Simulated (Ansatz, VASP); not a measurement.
KF: VASP beside Ansatz

```
K F
1.0
     0.00000    2.65472    2.65472
     2.65472    0.00000    2.65472
     2.65472    2.65472    0.00000
K F
1 1
Direct
  0.00000 0.00000 0.00000
  0.50000 0.50000 0.50000
```

Alike in both runs: task single point; functional PBE; k mesh 8 × 8 × 8; occupations gaussian, width 0.02 eV; no spin polarisation.

|  | VASP | Ansatz |
| --- | --- | --- |
| version | VASP 6.6.1 | Ansatz 0.2.0 |
| potentials or method | VASP PAW PBE potentials, release 64 (K_sv, F), cutoff 520 eV | scalar-relativistic, plane waves, PAW |
| valence electrons in the cell | 16 | 16 |

Ansatz gave:

* gap on the k mesh at the Fermi level (eV): 6.28
* least direct gap on the mesh (eV): 6.28
* pressure (GPa): 2.1

Which values does VASP return?

gap on the k mesh at the Fermi level (eV): 6.27; least direct gap on the mesh (eV): 6.27; pressure (GPa): 2.2.
